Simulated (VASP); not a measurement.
Here is a VASP 6.6.1 calculation.

File INCAR:

```
SYSTEM = SnO2
ALGO = Normal ; EDIFF = 1E-6
ENCUT = 520 ; GGA = CA
ISIF = 2 ; ISMEAR = 0
LASPH = .True. ; LCHARG = .False.
LREAL = .False. ; LWAVE = .False.
NBANDS = 35 ; NELM = 80
PREC = Accurate ; SIGMA = 0.05
```

KPOINTS

```
k-points
0
Gamma
  6 6 8
  0 0 0
```

File POSCAR:

```
SnO2
1.0
    4.7212714761      0.0000000000      0.0000000000
    0.0000000000      4.7242464798      0.0000000000
    0.0000000000      0.0000000000      3.1900193999
Sn O
2 4
Direct
    0.5000000000      0.5000000000      0.5000000000
    0.0000000000      0.0000000000      0.0000000000
    0.3504980925      0.3514749487     -0.0940433152
    0.8055669685      0.1934278808      0.5000000000
    0.1944330315      0.8065721192      0.5000000000
    0.6944330315      0.6934278808      0.0000000000
```

Potentials or basis: VASP PAW LDA potentials, release 64 (Sn_d, O).

The run is started by

```sh
$ cat potpaw_LDA.64/Sn_d/POTCAR potpaw_LDA.64/O/POTCAR > POTCAR
$ mpirun -np 1 vasp_std > vasp.out
```

Problem. Estimate the largest force.

Solution. 17.031 eV/Å.

Problem. Predict the pressure.

Solution. 18.9 GPa.

Stress tensor (GPa, compression positive):
```
 14.19   7.18 -15.00
  7.18  14.03 -14.89
-15.00 -14.89  28.62
```

Caveat: the cell differs from its parent crystal (atom 3 (O) moved by (+0.300, -0.300) A along [1 1 0] and z); the stress differs along the axes, from 14 to 29 GPa; forces of over 1 eV/Å act on the atoms, so gaps and moduli don't describe the material at rest.
